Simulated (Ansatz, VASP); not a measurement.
## One calculation of Te2Mo, two programs

```
Te Mo
1.0
     3.55499    0.00000    0.00000
    -1.77750    3.07871    0.00000
     0.00000    0.00000   35.03654
Te Mo
4 2
Cartesian
  0.0000 2.0525 15.6556
  -0.0807 2.0525 33.2286
  0.0807 2.0525 1.8079
  0.0000 2.0525 19.3809
  0.0000 0.0000 0.0000
  0.0000 0.0000 17.5183
```

Change from the starting cell: mode 7 frozen in at -0.081 Å and mode 12 at -0.055 Å (largest displacements).

Alike in both runs: task single point; functional PBE; k mesh 9 × 9 × 1; occupations gaussian, width 0.05 eV; no spin polarisation.

|  | VASP | Ansatz |
| --- | --- | --- |
| version | VASP 6.6.1 | Ansatz 0.2.0 |
| potentials or method | VASP PAW PBE potentials, release 64 (Te, Mo_sv), cutoff 520 eV | scalar-relativistic, plane waves, PAW |
| valence electrons in the cell | 52 | 92 |

|  | VASP | Ansatz | Ansatz less VASP |
| --- | --- | --- | --- |
| gap on the k mesh at the Fermi level (eV) | 0.98 | 0.98 | +0.004 |
| least direct gap on the mesh (eV) | 0.98 | 0.98 | +0.004 |
| rms of the force components (eV/Å) | 0.277 | 0.279 | +0.0026 |

Atom by atom the forces differ by 0.006 eV/Å (rms over components). With one functional, cell and mesh, what is left measures potentials, basis and numerics. VASP's potentials hold 52 valence electrons a cell and Ansatz's 92, so a difference there can come from the potentials and not from the codes.

Neither program's run includes spin-orbit coupling.
